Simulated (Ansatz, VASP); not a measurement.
**Two plane-wave programs on TiB2**

```
CELL_PARAMETERS angstrom
2.99440 0.00000 0.00000
-1.49720 2.59323 0.00000
0.00000 0.00000 3.15966
ATOMIC_POSITIONS crystal
Ti 0.00000 0.00000 0.00000
B 0.33333 0.66667 0.50000
B 0.66667 0.33333 0.50000
```

Alike in both runs: functional LDA; k mesh 15 × 15 × 12; occupations fermi-dirac, width 0.15 eV; no spin polarisation.

Ansatz relaxed the structure, and its values are those at the end. VASP's run is a single point on that final structure, the one shown.

|  | VASP | Ansatz |
| --- | --- | --- |
| version | VASP 6.6.1 | Ansatz 0.2.0 |
| potentials or method | VASP PAW LDA potentials, release 64 (Ti_sv, B), cutoff 520 eV | scalar-relativistic, plane waves, PAW |
| valence electrons in the cell | 18 | 18 |

VASP gave:

```
gap on the k mesh at the Fermi level (eV) : none
pressure (GPa)                            : 0.6
```

Q: Estimate Ansatz's values.

A: gap on the k mesh at the Fermi level (eV): none; pressure (GPa): 0.0.

Ansatz warns that its potentials were made for another functional, while VASP's fit it. LDA's correlation is that of Perdew and Zunger in VASP and of Perdew and Wang (1992) in Ansatz. A gap of «none» marks a metal or a gap that the smearing closes.
